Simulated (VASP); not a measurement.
# MoS2 (R3m) in VASP: a series of runs, part 2 of 3

VASP 6.6.1. Earlier steps stand in the parts before.

### 4 Density of states, PBE

The input, POSCAR:

```
MoS2
1.0
    1.5815003568      0.9130796567      6.1233300000
   -1.5815003568      0.9130796567      6.1233300000
    0.0000000000     -1.8261593134      6.1233300000
Mo S
1 2
Direct
    0.0000000000      0.0000000000      0.0000000000
    0.7484000000      0.7484000000      0.7484000000
    0.5849000000      0.5849000000      0.5849000000
```

The input, INCAR.step1:

```
SYSTEM = MoS2
PREC = Accurate
ENCUT = 520
EDIFF = 1E-6
ISMEAR = -1
SIGMA = 0.05
LREAL = .False.
LASPH = .True.
NELM = 60
ALGO = Normal
ISIF = 2
LWAVE = .False.
LCHARG = .True.
LMAXMIX = 4
GGA = PE
NBANDS = 20
```

The input, KPOINTS.step1:

```
Automatic mesh
0
Gamma
  13 13 13
  0 0 0
```

The input, INCAR.step2:

```
SYSTEM = MoS2
PREC = Accurate
ENCUT = 520
EDIFF = 1E-6
ISMEAR = -5
SIGMA = 0.05
LREAL = .False.
LASPH = .True.
NELM = 60
ALGO = Normal
ISIF = 2
LWAVE = .False.
LCHARG = .False.
LMAXMIX = 4
GGA = PE
LORBIT = 11
NBANDS = 20
NEDOS = 1001
ICHARG = 11
```

The input, KPOINTS.step2:

```
Automatic mesh
0
Gamma
  20 20 20
  0 0 0
```

Potentials or basis: VASP PAW PBE potentials, release 64 (Mo_sv, S).

Launch:

```bash
$ cat potpaw_PBE.64/Mo_sv/POTCAR potpaw_PBE.64/S/POTCAR > POTCAR
$ cp INCAR.step1 INCAR
$ cp KPOINTS.step1 KPOINTS
$ mpirun -np 1 vasp_std > vasp.out
$ cp INCAR.step2 INCAR
$ cp KPOINTS.step2 KPOINTS
$ mpirun -np 1 vasp_std > vasp.out
```

OUTCAR:

```text
SYSTEM = MoS2
   PREC = Accurate
   ENCUT = 520
   EDIFF = 1E-6
   ISMEAR = -5
   LREAL = .False.
   LASPH = .True.
   NELM = 60
   ISIF = 2
   GGA = PE
   LORBIT = 11
   ICHARG = 11

 ion  position               nearest neighbor table
   1  0.000  0.000  0.000-   2 2.36   2 2.36   2 2.36   3 2.36   3 2.36   3 2.36
   2  0.748  0.748  0.748-   1 2.36   1 2.36   1 2.36
   3  0.585  0.585  0.585-   1 2.36   1 2.36   1 2.36

  LATTYP: Found a trigonal (rhomboedric) cell.
 ALAT       =     6.3898378796
 COS(alpha) =     0.8774851014

  Lattice vectors:

 A1 = (   1.5815003568,   0.9130796567,   6.1233300000)
 A2 = (  -1.5815003568,   0.9130796567,   6.1233300000)
 A3 = (   0.0000000000,  -1.8261593134,   6.1233300000)

Analysis of symmetry for initial positions (statically):
=====================================================================
 Subroutine PRICEL returns:
 Original cell was already a primitive cell.

 Routine SETGRP: Setting up the symmetry group for a
 trigonal (rhombohedral) supercell.

 Subroutine GETGRP returns: Found  6 space group operations
 (whereof  6 operations were pure point group operations)
 out of a pool of 12 trial point group operations.

The static configuration has the point symmetry C_3v.

Analysis of symmetry for dynamics (positions and initial velocities):
=====================================================================
 Subroutine PRICEL returns:
 Original cell was already a primitive cell.

 Routine SETGRP: Setting up the symmetry group for a
 trigonal (rhombohedral) supercell.

 Subroutine GETGRP returns: Found  6 space group operations
 (whereof  6 operations were pure point group operations)
 out of a pool of 12 trial point group operations.

The dynamic configuration has the point symmetry C_3v.

 Subroutine INISYM returns: Found  6 space group operations
 (whereof  6 operations are pure point group operations),
 and found     1 'primitive' translations

----------------------------------------------------------------------------------------

                                     Primitive cell

  volume of cell :      53.0538

  direct lattice vectors                    reciprocal lattice vectors
     1.581500357  0.913079657  6.123330000     0.316155477  0.182532450  0.054436611
    -1.581500357  0.913079657  6.123330000    -0.316155477  0.182532450  0.054436611
     0.000000000 -1.826159313  6.123330000     0.000000000 -0.365064900  0.054436611

  length of vectors
     6.389837880  6.389837880  6.389837880     0.369101240  0.369101240  0.369101240

  position of ions in fractional coordinates (direct lattice)
     0.000000000  0.000000000  0.000000000
     0.748400000  0.748400000  0.748400000
     0.584900000  0.584900000  0.584900000

  ion indices of the primitive-cell ions
   primitive index   ion index
                 1           1
                 2           2
                 3           3

----------------------------------------------------------------------------------------

 KPOINTS: Automatic mesh

Automatic generation of k-mesh.
 Grid dimensions read from file:
 generate k-points for:   20   20   20

 Generating k-lattice:

  Cartesian coordinates                     Fractional coordinates (reciprocal lattice)
     0.015807774  0.009126622  0.002721831     0.050000000  0.000000000  0.000000000
    -0.015807774  0.009126622  0.002721831     0.000000000  0.050000000  0.000000000
     0.000000000 -0.018253245  0.002721831     0.000000000  0.000000000  0.050000000

  Length of vectors
     0.018455062  0.018455062  0.018455062

  Shift w.r.t. Gamma in fractional coordinates (k-lattice)
     0.000000000  0.000000000  0.000000000

 TETIRR: Found   4000 inequivalent tetrahedra from    48000

 Subroutine IBZKPT returns following result:
 ===========================================

 Found    781 irreducible k-points:

 Following reciprocal coordinates:
            Coordinates               Weight
  0.000000  0.000000  0.000000      1.000000
  0.050000 -0.000000 -0.000000      6.000000
  0.100000 -0.000000 -0.000000      6.000000
  0.150000  0.000000 -0.000000      6.000000
  0.200000 -0.000000 -0.000000      6.000000
  0.250000  0.000000  0.000000      6.000000
[... 16 lines left out ...]
 -0.400000  0.050000 -0.000000     12.000000
 -0.350000  0.050000 -0.000000     12.000000
 [... further k-points ...]
   k-points           NKPTS =    781   k-points in BZ     NKDIM =    781   number of bands    NBANDS=     20
   number of dos      NEDOS =   1001   number of ions     NIONS =      3
   total plane-waves  NPLWV = 110592
   dimension x,y,z NGX =    48 NGY =   48 NGZ =   48
   dimension x,y,z NGXF=    96 NGYF=   96 NGZF=   96
   ions per type =               1   2
   NGX,Y,Z   is equivalent  to a cutoff of  12.49, 12.49, 12.49 a.u.
   NGXF,Y,Z  is equivalent  to a cutoff of  24.98, 24.98, 24.98 a.u.
 SYSTEM =  MoS2
   PREC   = accura    normal or accurate (medium, high low for compatibility)
   ISTART =      0    job   : 0-new  1-cont  2-samecut
   ICHARG =     11    charge: 1-file 2-atom 10-const
   ISPIN  =      1    spin polarized calculation?
   LNONCOLLINEAR =      F non collinear calculations
   LSORBIT =      F    spin-orbit coupling
   LASPH  =      T    aspherical Exc in radial PAW
   ENCUT  =  520.0 eV  38.22 Ry    6.18 a.u.  11.88 11.88 11.88*2*pi/ulx,y,z
   NELM   =     60;   NELMIN=  2; NELMDL=  0     # of ELM steps
   EDIFF  = 0.1E-05   stopping-criterion for ELM
   LREAL  =      F    real-space projection
   EDIFFG = 0.1E-04   stopping-criterion for IOM
   NSW    =      0    number of steps for IOM
   IBRION =     -1    ionic relax: 0-MD 1-quasi-New 2-CG
   NFREE  =      0    steps in history (QN), initial steepest desc. (CG)
   ISIF   =      2    stress and relaxation
   ISYM   =      2    0-nonsym 1-usesym 2-fastsym
   POTIM  = 0.5000    time-step for ionic-motion
   TEBEG  =    0.0;   TEEND  =   0.0 temperature during run
   PSTRESS=    0.0 pullay stress
   NELECT =      26.0000    total number of electrons
   NUPDOWN=      -1.0000    fix difference up-down
   EMIN   =  10.00;   EMAX   =-10.00  energy-range for DOS
   EFERMI =   0.00;   METHOD = LEGACY
   ISMEAR =    -5;   SIGMA  =   0.05  broadening in eV -4-tet -1-fermi 0-gaus
   EFERMI_NEDOS =   21; number of points for ismear=-14 and -15
   IALGO  =     38    algorithm
   IMIX   =      4    mixing-type and parameters
     AMIX     =   0.40;   BMIX     =  1.00
     AMIX_MAG =   1.60;   BMIX_MAG =  1.00
  volume/ion in A,a.u.               =      17.68       119.34
  Fermi-wavevector in a.u.,A,eV,Ry     =   1.290705  2.439079 22.666209  1.665919
  Thomas-Fermi vector in A             =   2.422520
   LORBIT       =     11    0 simple, 1 ext, 2 COOP (PROOUT), +10 PAW based schemes
   GGA     = PE    functional components
   LHFCALC =     F    Hartree Fock is set to
   AEXX    =    0.0000 exact exchange contribution
   IVDW    =     0    specifies the selected vdW correction
   LEPSILON=     F    determine dielectric tensor
   LRPA    =     F    only Hartree local field effects (RPA)
 non-spin polarized calculation
 Fermi weights with tetrahedron method with Bloechl corrections
  energy-cutoff  :      520.00
  volume of cell :       53.05
 maximum number of plane-waves:      1447

 number of electron      26.0000001 magnetization

 Free energy of the ion-electron system (eV)
  ---------------------------------------------------
  ext. energy  EPLUGINS =         0.00000000
  ---------------------------------------------------
  free energy    TOTEN  =       -21.72301756 eV

  energy without entropy =      -21.72301756  energy(sigma->0) =      -21.72301756

 E-fermi :   7.8432     XC(G=0): -10.7967

 val. band max:        7.8160771165   @ k =   0.5000   0.5000   0.5000
 cond. band min:       8.5203269478   @ k =  -0.1500   0.5000   0.1500
 fundamental gap:      0.7042498313
 Fermi energy:         7.8431631963

 k-point     1 :       0.0000    0.0000    0.0000
  band No.  band energies     occupation
      1     -53.8755      2.00000
      2     -28.0511      2.00000
      3     -27.8373      2.00000
      4     -27.8373      2.00000
      5      -7.5421      2.00000
      6      -5.7065      2.00000
[... 541 lines left out ...]
     19      14.9758      0.00000
     20      15.5263      0.00000

 [... further k-points ...]
[... 5 lines left out ...]
  --------------------------------------------------------------------------------------
  -------------------------------------------------------------------------------------
  Total        2.2474257      2.2474257      4.5459394      0.0000000      0.0000000      0.0000000
  in kB       67.8701873     67.8701873    137.2831859      0.0000000      0.0000000      0.0000000
  external PRESSURE =      91.0078535 kB  Pullay stress =       0.0000000 kB

 VOLUME and BASIS-vectors are now :
 -----------------------------------------------------------------------------
  energy-cutoff  :      520.00
  volume of cell :       53.05
      direct lattice vectors                 reciprocal lattice vectors
     1.581500357  0.913079657  6.123330000     0.316155477  0.182532450  0.054436611
    -1.581500357  0.913079657  6.123330000    -0.316155477  0.182532450  0.054436611
     0.000000000 -1.826159313  6.123330000     0.000000000 -0.365064900  0.054436611

 POSITION                                       TOTAL-FORCE (eV/Angst)
 -----------------------------------------------------------------------------------
      0.00000      0.00000      0.00000         0.000000      0.000000     -0.002605
      0.00000      0.00000     13.74810         0.000000      0.000000      1.273098
      0.00000      0.00000     10.74461         0.000000     -0.000000     -1.270493
 -----------------------------------------------------------------------------------
    total drift:                                0.000000      0.000000     -0.000013

  FREE ENERGIE OF THE ION-ELECTRON SYSTEM (eV)
  ---------------------------------------------------
  free  energy   TOTEN  =       -21.7230175641 eV

  energy  without entropy=      -21.7230175641  energy(sigma->0) =      -21.72301756

 total charge

# of ion       s       p       d       tot
------------------------------------------
    1        2.306   6.241   4.030  12.577
    2        1.364   2.369   0.000   3.732
    3        1.364   2.369   0.000   3.732
--------------------------------------------------
tot          5.033  10.978   4.030  20.041
```

It took 20 min on 1 thread of AMD EPYC 9R45 (Zen 5), shared host; peak memory 0.86 GiB.

What came out:

| Quantity | Value |
| --- | --- |
| Valence electrons inside the program's atomic spheres | Mo 12.58; S 3.73 |

Levels at points of the mesh, in eV from the valence-band top:
```
           k point  band 10  band 11  band 12  band 13  band 14  band 15  band 16  band 17
(0.00, 0.00, 0.00)    -2.65    -2.65    -1.33    -1.16     1.91     1.91     2.42     2.42
(0.50, 0.00, 0.00)    -4.37    -2.41    -1.95    -1.62     1.40     1.89     3.43     3.55
(0.50, 0.50, 0.00)    -4.30    -2.95    -2.10    -1.47     1.35     1.99     2.98     3.94
(0.50, 0.50, 0.50)    -3.48    -2.63    -2.63     0.00     1.99     1.99     2.30     2.30
```

(Part 2 of 3 ends here.)
